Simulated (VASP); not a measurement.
# MgO (Fm-3m) in VASP: notebook, part 2 of 2

VASP 6.6.1.

**3. G0W0 quasiparticle levels, PBE**

POSCAR reads:

```
MgO
1.0
    0.0000000000      2.1055000000      2.1055000000
    2.1055000000      0.0000000000      2.1055000000
    2.1055000000      2.1055000000      0.0000000000
Mg O
1 1
Direct
    0.0000000000      0.0000000000      0.0000000000
    0.5000000000      0.5000000000      0.5000000000
```

INCAR.step1 reads:

```
  ALGO = Normal
  EDIFF = 1E-8
  ENCUT = 500
  GGA = PE
  ISMEAR = 0
  LASPH = T
  LCHARG = F
  LREAL = F
  LWAVE = T
  NELM = 60
  PREC = Accurate
  SIGMA = 0.01
```

INCAR.step2 reads:

```
  ALGO = Exact
  EDIFF = 1E-8
  ENCUT = 500
  GGA = PE
  ISMEAR = 0
  ISTART = 1
  LASPH = T
  LCHARG = F
  LOPTICS = T
  LREAL = F
  LWAVE = T
  NBANDS = 90
  NELM = 1
  PREC = Accurate
  SIGMA = 0.01
```

INCAR.step3 reads:

```
  ALGO = EVGW0
  EDIFF = 1E-8
  ENCUT = 500
  ENCUTGW = 113.3
  GGA = PE
  ISMEAR = 0
  ISTART = 1
  LASPH = T
  LCHARG = F
  LREAL = F
  LWAVE = F
  NBANDS = 90
  NBANDSGW = 12
  NELMGW = 1
  NOMEGA = 48
  PREC = Accurate
  PRECFOCK = Fast
  SIGMA = 0.01
```

KPOINTS reads:

```
k-points
0
Gamma
  4 4 4
```

Potentials or basis: VASP PAW PBE potentials, release 64 (Mg_GW, O_GW).

Started as:

```
$ cat potpaw_PBE.64/Mg_GW/POTCAR potpaw_PBE.64/O_GW/POTCAR > POTCAR
$ cp INCAR.step1 INCAR
$ mpirun -np 1 vasp_std > vasp.out
$ cp INCAR.step2 INCAR
$ mpirun -np 1 vasp_std > vasp.out
$ cp INCAR.step3 INCAR
$ mpirun -np 1 vasp_std > vasp.out
```

OUTCAR:

```text
EDIFF = 1E-8
   ENCUT = 500
   ENCUTGW = 113.3
   GGA = PE
   ISMEAR = 0
   ISTART = 1
   LASPH = T
   LREAL = F
   NELMGW = 1
   PREC = Accurate
   PRECFOCK = Fast

 ion  position               nearest neighbor table
   1  0.000  0.000  0.000-   2 2.11   2 2.11   2 2.11   2 2.11   2 2.11   2 2.11
   2  0.500  0.500  0.500-   1 2.11   1 2.11   1 2.11   1 2.11   1 2.11   1 2.11

  LATTYP: Found a face centered cubic cell.
 ALAT       =     4.2110000000

  Lattice vectors:

 A1 = (   0.0000000000,   2.1055000000,   2.1055000000)
 A2 = (   2.1055000000,   0.0000000000,   2.1055000000)
 A3 = (   2.1055000000,   2.1055000000,   0.0000000000)

Analysis of symmetry for initial positions (statically):
=====================================================================
 Subroutine PRICEL returns:
 Original cell was already a primitive cell.

[... 148 lines left out ...]
   NELMHF              =     1    number of iterations in the inner HF iteration
   NKREDLFX            =     1    NKREDLFY  =   1   NKREDLFZ  =   1
 non-spin polarized calculation
 Gauss-broadening in eV      SIGMA  =   0.01
  energy-cutoff  :      500.00
  volume of cell :       18.67
 maximum number of plane-waves:       483
 NGX is ok and might be reduce to    24
  NGX = 12; NGY = 12; NGZ = 12
   NGX = 11   NGY = 11   NGZ = 11
 maximum number of plane-waves:        59

 QP shifts <psi_nk| G(iteration)W_0 |psi_nk>: iteration 1
 for sc-GW calculations column KS-energies equals QP-energies in previous step
 and V_xc(KS)=  KS-energies - (<T + V_ion + V_H > + <T+V_H+V_ion>^1  + <V_x>^1)

 k-point   1 :       0.0000    0.0000    0.0000
  band No.  KS-energies  QP-energies   sigma(KS)   V_xc(KS)     V^pw_x(r,r')   Z            occupation Imag(sigma)

      1     -14.0716     -16.2456     -21.1987     -18.1199     -29.8997       0.7061       2.0000       1.1674
      2       3.2027       1.9574     -21.3152     -19.7255     -25.3109       0.7833       2.0000       0.1212
      3       3.2027       1.9574     -21.3152     -19.7255     -25.3109       0.7833       2.0000       0.1212
      4       3.2027       1.9574     -21.3152     -19.7255     -25.3109       0.7833       2.0000       0.1212
      5       7.9283       9.1033     -10.7683     -12.1825      -7.2730       0.8308       0.0000      -0.0668
      6      19.0017      20.1810      -7.6111      -9.0433      -3.0594       0.8234       0.0000      -0.1296
      7      19.0017      20.1810      -7.6111      -9.0433      -3.0594       0.8234       0.0000      -0.1296
      8      19.0017      20.1810      -7.6111      -9.0433      -3.0594       0.8234       0.0000      -0.1296
      9      22.9230      23.3288      -7.3822      -7.9096      -1.6681       0.7695       0.0000      -0.4972
     10      24.6959      26.1867      -8.0373      -9.8588      -3.2429       0.8185       0.0000      -0.1984
     11      24.6959      26.1867      -8.0373      -9.8588      -3.2429       0.8185       0.0000      -0.1984
     12      27.2456      28.7284      -7.6109      -9.4800      -1.8694       0.7933       0.0000      -0.5244
[... 100 lines left out ...]
      1     -12.4723     -14.6717     -22.8491     -19.8611     -31.3873       0.7360       2.0000       1.0374
      2       0.2408      -1.4682     -18.3587     -16.1446     -22.4480       0.7718       2.0000       0.1425
      3       0.2408      -1.4682     -18.3587     -16.1446     -22.4480       0.7718       2.0000       0.1425
      4       1.4287      -0.0940     -19.4779     -17.5233     -23.5207       0.7791       2.0000       0.1318
      5      14.8532      16.3708     -10.9201     -12.8067      -6.6690       0.8044       0.0000      -0.1080
      6      14.8532      16.3708     -10.9201     -12.8067      -6.6690       0.8044       0.0000      -0.1080
      7      15.3610      17.0247      -9.4151     -11.4380      -5.2434       0.8224       0.0000      -0.0955
      8      18.6745      20.0600      -8.6397     -10.3644      -3.7519       0.8033       0.0000      -0.1704
      9      25.1032      26.4301      -8.6033     -10.2856      -3.0060       0.7887       0.0000      -0.4487
     10      25.1032      26.4301      -8.6033     -10.2856      -3.0060       0.7887       0.0000      -0.4487
     11      29.4984      31.3810      -8.7679     -10.9933      -3.4997       0.8460       0.0000      -0.5958
     12      32.1343      34.1630      -9.7984     -12.2080      -3.8443       0.8419       0.0000      -0.9802
```

Run time: 27 s. Hardware: 1 thread of Intel Xeon 6975P-C (Granite Rapids), shared host; peak memory 0.17 GiB.

Results:

* Band gap on the k mesh, mean-field level: 4.73 eV, direct
* Quasiparticle gap: 7.15 eV
* Least direct quasiparticle gap: 7.15 eV

Levels at points of the mesh, in eV from the valence-band top:
| k point | band 2 | band 3 | band 4 | band 5 | band 6 | band 7 |
| --- | --- | --- | --- | --- | --- | --- |
| (0.00, 0.00, 0.00) | 0.00 | 0.00 | 0.00 | 4.73 | 15.80 | 15.80 |
| (0.50, 0.00, 0.00) | -4.63 | -0.66 | -0.66 | 7.89 | 12.61 | 16.26 |
| (0.50, 0.50, 0.00) | -4.09 | -1.35 | -1.35 | 9.12 | 9.96 | 13.10 |

Caveat: the k points lie up to 0.65 Å⁻¹ apart; bands, screening cutoff and mesh are small and nothing is extrapolated, so the quasiparticle values aren't converged.

**4. G0W0 quasiparticle levels, PBE**

POSCAR is that of step 3.

INCAR.step1 reads:

```
SYSTEM = MgO
  PREC = Accurate
  ENCUT = 500
  EDIFF = 1E-8
  ISMEAR = 0
  SIGMA = 0.01
  LREAL = .False.
  LASPH = .True.
  NELM = 60
  ALGO = Normal
  LWAVE = .True.
  LCHARG = .False.
  GGA = PE
```

INCAR.step2 reads:

```
SYSTEM = MgO
  PREC = Accurate
  ENCUT = 500
  EDIFF = 1E-8
  ISMEAR = 0
  SIGMA = 0.01
  LREAL = .False.
  LASPH = .True.
  NELM = 1
  ALGO = Exact
  LWAVE = .True.
  LCHARG = .False.
  GGA = PE
  NBANDS = 184
  LOPTICS = .True.
  ISTART = 1
```

INCAR.step3 reads:

```
SYSTEM = MgO
  PREC = Accurate
  ENCUT = 500
  EDIFF = 1E-8
  ISMEAR = 0
  SIGMA = 0.01
  LREAL = .False.
  LASPH = .True.
  ALGO = EVGW0
  LWAVE = .False.
  LCHARG = .False.
  GGA = PE
  NELMGW = 1
  NBANDS = 184
  ENCUTGW = 180.0
  NOMEGA = 48
  PRECFOCK = Fast
  ISTART = 1
  NBANDSGW = 12
```

KPOINTS reads:

```
regular mesh
0
Gamma
  2 2 2
  0 0 0
```

Potentials or basis: VASP PAW PBE potentials, release 64 (Mg_GW, O_GW).

Started as:

```
$ cat potpaw_PBE.64/Mg_GW/POTCAR potpaw_PBE.64/O_GW/POTCAR > POTCAR
$ cp INCAR.step1 INCAR
$ mpirun -np 1 vasp_std > vasp.out
$ cp INCAR.step2 INCAR
$ mpirun -np 1 vasp_std > vasp.out
$ cp INCAR.step3 INCAR
$ mpirun -np 1 vasp_std > vasp.out
```

OUTCAR:

```text
SYSTEM = MgO
   PREC = Accurate
   ENCUT = 500
   EDIFF = 1E-8
   ISMEAR = 0
   LREAL = .False.
   LASPH = .True.
   GGA = PE
   NELMGW = 1
   ENCUTGW = 180.0
   PRECFOCK = Fast
   ISTART = 1

 ion  position               nearest neighbor table
   1  0.000  0.000  0.000-   2 2.11   2 2.11   2 2.11   2 2.11   2 2.11   2 2.11
   2  0.500  0.500  0.500-   1 2.11   1 2.11   1 2.11   1 2.11   1 2.11   1 2.11

[... 177 lines left out ...]
      2       3.6850       2.4127     -21.3379     -19.6833     -25.9711       0.7690       2.0000       0.2008
      3       3.6850       2.4127     -21.3379     -19.6833     -25.9711       0.7690       2.0000       0.2008
      4       3.6850       2.4127     -21.3379     -19.6833     -25.9711       0.7690       2.0000       0.2008
      5       8.1678       8.9930     -11.0954     -12.1429      -6.4959       0.7877       0.0000      -0.1784
      6      19.0813      19.6998      -8.1146      -8.8994      -2.8153       0.7880       0.0000      -0.1770
      7      19.0813      19.6998      -8.1146      -8.8994      -2.8153       0.7880       0.0000      -0.1770
      8      19.0813      19.6998      -8.1146      -8.8994      -2.8153       0.7880       0.0000      -0.1770
      9      23.0907      22.9589      -7.7436      -7.5740      -1.4619       0.7772       0.0000      -0.7386
     10      24.7501      25.6573      -8.6454      -9.8061      -3.1631       0.7816       0.0000      -0.2101
     11      24.7501      25.6573      -8.6454      -9.8061      -3.1631       0.7816       0.0000      -0.2101
     12      27.2693      28.3393      -8.0950      -9.3913      -1.8157       0.8255       0.0000      -0.7377
[... 20 lines left out ...]
      1     -12.0409     -14.4186     -23.0518     -19.7807     -31.2760       0.7269       2.0000       1.0938
      2      -0.5795      -2.3085     -17.2709     -14.9960     -21.6574       0.7600       2.0000       0.2063
      3       2.2681       0.8217     -19.9449     -18.0417     -24.5446       0.7600       2.0000       0.2115
      4       2.2681       0.8217     -19.9449     -18.0417     -24.5446       0.7600       2.0000       0.2115
      5      12.4359      12.8139      -7.8736      -8.3484      -2.9064       0.7961       0.0000      -0.1480
      6      13.2245      14.0358      -8.5006      -9.5313      -3.5282       0.7871       0.0000      -0.1577
      7      16.6850      17.9024     -13.5962     -15.2067      -8.3598       0.7559       0.0000      -0.2249
      8      22.3234      23.5541     -10.7797     -12.3784      -4.7725       0.7698       0.0000      -0.4111
      9      22.3234      23.5541     -10.7797     -12.3784      -4.7725       0.7698       0.0000      -0.4111
     10      28.6235      29.9230      -9.9235     -11.5628      -3.8605       0.7927       0.0000      -0.5946
     11      30.0854      31.2392      -8.8634     -10.3349      -3.2041       0.7841       0.0000      -0.2885
     12      34.0310      34.5808      -7.6759      -8.3863      -1.4597       0.7739       0.0000      -0.7151
```

It took 15 s on 1 thread of Intel Xeon Platinum 8488C (Sapphire Rapids), shared host; peak memory 0.14 GiB.

What came out:

- Band gap on the k mesh, mean-field level: 4.48 eV, direct
- Quasiparticle gap: 6.58 eV
- Least direct quasiparticle gap: 6.58 eV

Levels at points of the mesh, in eV from the valence-band top:
```csv
k point,band 2,band 3,band 4,band 5,band 6,band 7
"(0.00, 0.00, 0.00)",0.00,0.00,0.00,4.48,15.40,15.40
"(0.50, 0.00, 0.00)",-4.82,-0.68,-0.68,7.58,12.51,15.83
"(0.50, 0.50, 0.00)",-4.26,-1.42,-1.42,8.75,9.54,13.00
```

Caveat: the k points lie up to 1.29 Å⁻¹ apart; bands, screening cutoff and mesh are small and nothing is extrapolated, so the quasiparticle values aren't converged.

**5. G0W0 quasiparticle levels, PBE**

POSCAR is that of step 4.

INCAR.step1 reads:

```
SYSTEM = MgO
PREC = Accurate
ENCUT = 500
EDIFF = 1E-8
ISMEAR = 0
SIGMA = 0.01
LREAL = .False.
LASPH = .True.
NELM = 60
ALGO = Normal
LWAVE = .True.
LCHARG = .False.
GGA = PE
```

INCAR.step2 reads:

```
SYSTEM = MgO
PREC = Accurate
ENCUT = 500
EDIFF = 1E-8
ISMEAR = 0
SIGMA = 0.01
LREAL = .False.
LASPH = .True.
NELM = 1
ALGO = Exact
LWAVE = .True.
LCHARG = .False.
GGA = PE
NBANDS = 34
LOPTICS = .True.
ISTART = 1
```

INCAR.step3 reads:

```
SYSTEM = MgO
PREC = Accurate
ENCUT = 500
EDIFF = 1E-8
ISMEAR = 0
SIGMA = 0.01
LREAL = .False.
LASPH = .True.
ALGO = EVGW0
LWAVE = .False.
LCHARG = .False.
GGA = PE
NELMGW = 1
NBANDS = 34
ENCUTGW = 100.0
NOMEGA = 48
PRECFOCK = Fast
ISTART = 1
NBANDSGW = 12
```

KPOINTS is that of step 4.

Potentials or basis: VASP PAW PBE potentials, release 64 (Mg_GW, O_GW).

Started as:

```
$ cat potpaw_PBE.64/Mg_GW/POTCAR potpaw_PBE.64/O_GW/POTCAR > POTCAR
$ cp INCAR.step1 INCAR
$ mpirun -np 1 vasp_std > vasp.out
$ cp INCAR.step2 INCAR
$ mpirun -np 1 vasp_std > vasp.out
$ cp INCAR.step3 INCAR
$ mpirun -np 1 vasp_std > vasp.out
```

OUTCAR:

```text
SYSTEM = MgO
   PREC = Accurate
   ENCUT = 500
   EDIFF = 1E-8
   ISMEAR = 0
   LREAL = .False.
   LASPH = .True.
   GGA = PE
   NELMGW = 1
   ENCUTGW = 100.0
   PRECFOCK = Fast
   ISTART = 1

 ion  position               nearest neighbor table
   1  0.000  0.000  0.000-   2 2.11   2 2.11   2 2.11   2 2.11   2 2.11   2 2.11
   2  0.500  0.500  0.500-   1 2.11   1 2.11   1 2.11   1 2.11   1 2.11   1 2.11

  LATTYP: Found a face centered cubic cell.
 ALAT       =     4.2110000000

  Lattice vectors:

 A1 = (   0.0000000000,   2.1055000000,   2.1055000000)
 A2 = (   2.1055000000,   0.0000000000,   2.1055000000)
 A3 = (   2.1055000000,   2.1055000000,   0.0000000000)

Analysis of symmetry for initial positions (statically):
=====================================================================
 Subroutine PRICEL returns:
 Original cell was already a primitive cell.

[... 143 lines left out ...]
   NELMHF              =     1    number of iterations in the inner HF iteration
   NKREDLFX            =     1    NKREDLFY  =   1   NKREDLFZ  =   1
 non-spin polarized calculation
 Gauss-broadening in eV      SIGMA  =   0.01
  energy-cutoff  :      500.00
  volume of cell :       18.67
 maximum number of plane-waves:       476
 NGX is ok and might be reduce to    24
  NGX = 12; NGY = 12; NGZ = 12
   NGX = 11   NGY = 11   NGZ = 11
 maximum number of plane-waves:        51
 NGX is ok and might be reduce to    10

 QP shifts <psi_nk| G(iteration)W_0 |psi_nk>: iteration 1
 for sc-GW calculations column KS-energies equals QP-energies in previous step
 and V_xc(KS)=  KS-energies - (<T + V_ion + V_H > + <T+V_H+V_ion>^1  + <V_x>^1)

 k-point   1 :       0.0000    0.0000    0.0000
  band No.  KS-energies  QP-energies   sigma(KS)   V_xc(KS)     V^pw_x(r,r')   Z            occupation Imag(sigma)

      1     -13.6537     -16.0066     -21.0461     -18.0055     -29.7069       0.7738       2.0000       1.3045
      2       3.6850       2.8400     -20.7815     -19.6833     -25.9711       0.7694       2.0000       0.2468
      3       3.6850       2.8400     -20.7815     -19.6833     -25.9711       0.7694       2.0000       0.2468
      4       3.6850       2.8400     -20.7815     -19.6833     -25.9711       0.7694       2.0000       0.2468
      5       8.1678       9.1279     -10.9302     -12.1429      -6.4959       0.7917       0.0000      -0.2324
      6      19.0813      19.9256      -7.8296      -8.8994      -2.8153       0.7892       0.0000      -0.2298
      7      19.0813      19.9256      -7.8296      -8.8994      -2.8153       0.7892       0.0000      -0.2298
      8      19.0813      19.9256      -7.8296      -8.8994      -2.8153       0.7892       0.0000      -0.2298
      9      23.0907      23.1556      -7.4920      -7.5740      -1.4619       0.7910       0.0000      -0.8306
     10      24.7501      26.0022      -8.2179      -9.8061      -3.1631       0.7883       0.0000      -0.2612
     11      24.7501      26.0022      -8.2179      -9.8061      -3.1631       0.7883       0.0000      -0.2612
     12      27.2693      28.5497      -7.7967      -9.3913      -1.8157       0.8030       0.0000      -0.7894
[... 20 lines left out ...]
      1     -12.0409     -14.1619     -22.6867     -19.7807     -31.2760       0.7299       2.0000       1.1226
      2      -0.5795      -2.0117     -16.8642     -14.9960     -21.6574       0.7667       2.0000       0.2657
      3       2.2681       1.1990     -19.4398     -18.0417     -24.5446       0.7647       2.0000       0.2547
      4       2.2681       1.1990     -19.4398     -18.0417     -24.5446       0.7647       2.0000       0.2547
      5      12.4359      12.9783      -7.6701      -8.3484      -2.9064       0.7996       0.0000      -0.1979
      6      13.2245      14.2135      -8.2846      -9.5313      -3.5282       0.7933       0.0000      -0.2099
      7      16.6850      18.2231     -13.1760     -15.2067      -8.3598       0.7574       0.0000      -0.2915
      8      22.3234      23.8037     -10.4321     -12.3784      -4.7725       0.7606       0.0000      -0.4627
      9      22.3234      23.8037     -10.4321     -12.3784      -4.7725       0.7606       0.0000      -0.4627
     10      28.6235      30.2886      -9.4992     -11.5628      -3.8605       0.8068       0.0000      -0.6376
     11      30.0854      31.6860      -8.3270     -10.3349      -3.2041       0.7972       0.0000      -0.3473
     12      34.0310      34.9025      -7.2947      -8.3863      -1.4597       0.7984       0.0000      -0.7933
```

OUTCAR.step1:

```text
SYSTEM = MgO
   PREC = Accurate
   ENCUT = 500
   EDIFF = 1E-8
   ISMEAR = 0
   LREAL = .False.
   LASPH = .True.
[... 230 lines left out ...]
      0.00000      0.00000      0.00000        -0.000000     -0.000000      0.000000
      2.10550      2.10550      2.10550         0.000000      0.000000     -0.000000
 -----------------------------------------------------------------------------------
    total drift:                               -0.000000     -0.000000      0.000000

  FREE ENERGIE OF THE ION-ELECTRON SYSTEM (eV)
  ---------------------------------------------------
  free  energy   TOTEN  =       -11.0559850772 eV

  energy  without entropy=      -11.0559850772  energy(sigma->0) =      -11.05598508
```

OUTCAR.step2:

```text
SYSTEM = MgO
   PREC = Accurate
   ENCUT = 500
   EDIFF = 1E-8
[... 590 lines left out ...]
  --------------------------------------------------------------------------------------------------------------
     0.00000     6.57546     6.57546     6.57546    -0.00000    -0.00000     0.00000
     1.08853     6.76038     6.76038     6.76038    -0.00000    -0.00000     0.00000
     2.17706     7.46449     7.46449     7.46449    -0.00000    -0.00000     0.00000
     3.26559     9.63459     9.63459     9.63459    -0.00000    -0.00000     0.00000
     4.35412    30.64893    30.64893    30.64893    -0.00000    -0.00000     0.00000
     5.44265     0.98165     0.98165     0.98165    -0.00000    -0.00000     0.00000
[... 92 lines left out ...]
   106.67598     0.94028     0.94028     0.94028     0.00000    -0.00000    -0.00000
   107.76451     0.94163     0.94163     0.94163     0.00000    -0.00000    -0.00000
```

It took 6.2 s on 1 thread of Intel Xeon 6975P-C (Granite Rapids), shared host; peak memory 0.14 GiB.

Results:

```
Band gap on the k mesh, mean-field level : 4.48 eV, direct
Quasiparticle gap                        : 6.29 eV
Least direct quasiparticle gap           : 6.29 eV
```

Caveat: the k points lie up to 1.29 Å⁻¹ apart; bands, screening cutoff and mesh are small and nothing is extrapolated, so the quasiparticle values aren't converged.
